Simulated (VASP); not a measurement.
Wanted: the native input for a VASP 6.6.1 run.

```
Task                   : relaxation of shape and atoms at fixed volume
Functional             : PBEsol
Potentials or basis    : VASP PAW PBE potentials, release 64 (Hf_pv)
Cutoff                 : 600 eV
k mesh                 : 18 × 18 × 8
Occupations            : gaussian, width 0.1 eV
Spin                   : no spin polarisation
Dipole correction      : no
Further INCAR settings : ALGO = Fast; EDIFF = 1e-06; IBRION = 2; EDIFFG = -0.01; NSW = 50; ISIF = 4
```

The structure of Hf lies in POSCAR:

```
Hf
1.0
    3.2206236873      0.0000000000      0.0000000000
   -1.6103118437      2.7891419293      0.0000000000
    0.0000000000      0.0000000000      5.0981408462
Hf
2
Direct
    0.3333333333      0.6666666667      0.2500000000
    0.6666666667      0.3333333333      0.7500000000
```

The input as run:

INCAR

```
  ALGO = Fast
  EDIFF = 1E-6
  EDIFFG = -0.01
  ENCUT = 600
  GGA = PS
  IBRION = 2
  ISIF = 4
  ISMEAR = 0
  LASPH = True
  LCHARG = False
  LREAL = False
  LWAVE = False
  NELM = 100
  NSW = 50
  PREC = Accurate
  SIGMA = 0.1
```

KPOINTS

```
k-points
0
Gamma
  18 18 8
```

Potentials or basis: VASP PAW PBE potentials, release 64 (Hf_pv).

Run with:

```bash
$ cat potpaw_PBE.64/Hf_pv/POTCAR > POTCAR
$ mpirun -np 1 vasp_std > vasp.out
```

Results of the run:

The energy gained by relaxing is 0.1 meV/atom, the ionic steps are 2 and the pressure after relaxing is -6.4 GPa. The band gap on the k mesh is zero (bands 10 and 11 overlap by 1.57 eV).

Caveat: the PAW data sets were made with another functional, which shifts forces and pressure a little; spin-orbit coupling is left out, which moves the levels of the heavy elements.

Run time: 4.6 min on 1 thread of Intel Xeon 8259CL, with other jobs on the host, peak memory 0.28 GiB.
